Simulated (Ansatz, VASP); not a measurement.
Ge in VASP and in Ansatz

Contents of INCAR:

```
ALGO = Normal ; EDIFF = 1E-8
ENCUT = 520 ; GGA = PE
ISIF = 2 ; ISMEAR = -1
LASPH = T ; LCHARG = F
LEFG = T ; LREAL = F
LWAVE = F ; NBANDS = 13
NELM = 100 ; PREC = Accurate
SIGMA = 0.08
```

KPOINTS

```
k-points
0
Gamma
  16 16 16
```

POSCAR

```
Ge
1.0
    0.0000000000      2.1605055718      2.1605055718
    2.1605055718      0.0000000000      2.1605055718
    2.1605055718      2.1605055718      0.0000000000
Ge
1
Direct
    0.0000000000      0.0000000000      0.0000000000
```

Input for Ansatz:

```yaml
crystal:
  lattice:
    - [0.0, 2.1605055718, 2.1605055718]
    - [2.1605055718, 0.0, 2.1605055718]
    - [2.1605055718, 2.1605055718, 0.0]
  atoms:
    - { symbol: Ge, position: [0.0, 0.0, 0.0] }
kpoints:
  mp_grid: { grid: [16, 16, 16] }
scf:
  occupations: { method: fermi_dirac, width: 0.08 }
hamiltonian:
  xc: pbe
  pseudopotentials: { kind: paw }
output:
  forces: true
  stress: true
  eigenvalues: true
  efg: { contact_densities: true }
```

Change from the starting cell: volume scaled by 1.03, PAW files.

Alike in both runs: task electric field gradients; functional PBE; k mesh 16 × 16 × 16; occupations fermi-dirac, width 0.08 eV; no spin polarisation.

```csv
,VASP,Ansatz
version,VASP 6.6.1,Ansatz 0.2.0
potentials or method,"VASP PAW PBE potentials, release 64 (Ge_d)","PAW with Ansatz's default frozen-core files, scalar-relativistic"
plane-wave cutoff (eV),520,420
valence electrons in the cell,14,14
```

|  | VASP | Ansatz | Ansatz less VASP |
| --- | --- | --- | --- |
| pressure (GPa) | -1.8 | -1.8 | -0.01 |
